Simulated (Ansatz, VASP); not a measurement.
One calculation of WSe2, two programs

INCAR

```
  PREC = Accurate
  ENCUT = 520
  EDIFF = 1E-8
  ISMEAR = -1
  SIGMA = 0.08
  LREAL = F
  LASPH = T
  NELM = 100
  ALGO = Normal
  ISIF = 2
  LWAVE = F
  LCHARG = F
  GGA = PE
  LEFG = T
  NBANDS = 35
```

The input KPOINTS:

```
regular mesh
0
Gamma
  11 11 3
```

The input POSCAR:

```
WSe2
1.0
    3.3117871547      0.0000000000      0.0000000000
   -1.6558935773      2.8680918078      0.0000000000
    0.0000000000      0.0000000000     13.0558965430
W Se
2 4
Direct
    0.3333333333      0.6666666667      0.2500000000
    0.6666666667      0.3333333333      0.7500000000
    0.3333333333      0.6666666667      0.6210000000
    0.6666666667      0.3333333333      0.1210000000
    0.3333333333      0.6666666667      0.8790000000
    0.6666666667      0.3333333333      0.3790000000
```

Input for Ansatz:

```yaml
crystal:
  lattice:
    - [3.3117871547, 0.0, 0.0]
    - [-1.6558935773, 2.8680918078, 0.0]
    - [0.0, 0.0, 13.055896543]
  atoms:
    - { symbol: W, position: [0.3333333333, 0.6666666667, 0.25] }
    - { symbol: W, position: [0.6666666667, 0.3333333333, 0.75] }
    - { symbol: Se, position: [0.3333333333, 0.6666666667, 0.621] }
    - { symbol: Se, position: [0.6666666667, 0.3333333333, 0.121] }
    - { symbol: Se, position: [0.3333333333, 0.6666666667, 0.879] }
    - { symbol: Se, position: [0.6666666667, 0.3333333333, 0.379] }
kpoints:
  mp_grid: { grid: [11, 11, 3] }
scf:
  occupations: { method: fermi_dirac, width: 0.08 }
hamiltonian:
  xc: pbe
  pseudopotentials: { kind: paw }
output:
  forces: true
  stress: true
  eigenvalues: true
  efg: { contact_densities: true }
```

Change from the starting cell: volume scaled by 1.02, PAW files.

Alike in both runs: task electric field gradients; functional PBE; k mesh 11 × 11 × 3; occupations fermi-dirac, width 0.08 eV; no spin polarisation.

|  | VASP | Ansatz |
| --- | --- | --- |
| version | VASP 6.6.1 | Ansatz 0.2.0 |
| potentials or method | VASP PAW PBE potentials, release 64 (W_sv, Se) | PAW with Ansatz's default frozen-core files, scalar-relativistic |
| plane-wave cutoff (eV) | 520 | 420 |
| valence electrons in the cell | 52 | 92 |

VASP gave:

| Property | Result |
| --- | --- |
| pressure (GPa) | 1.2 |
| traceless stress, the component that is largest in VASP (GPa) | 0.40 |
| rms of the force components (eV/Å) | 0.050 |
| size of Vzz on the site where it differs most (V/Å²) | 148.8 |

Q: Estimate Ansatz's values.

A: Pressure (GPa): 0.9; traceless stress, the component that is largest in VASP (GPa): 0.33; rms of the force components (eV/Å): 0.071; size of Vzz on the site where it differs most (V/Å²): 166.5.

Atom by atom the forces differ by 0.021 eV/Å (rms over components). VASP's potentials hold 52 valence electrons a cell and Ansatz's 92, so a difference there can come from the potentials and not from the codes.

Spin-orbit coupling is off throughout.
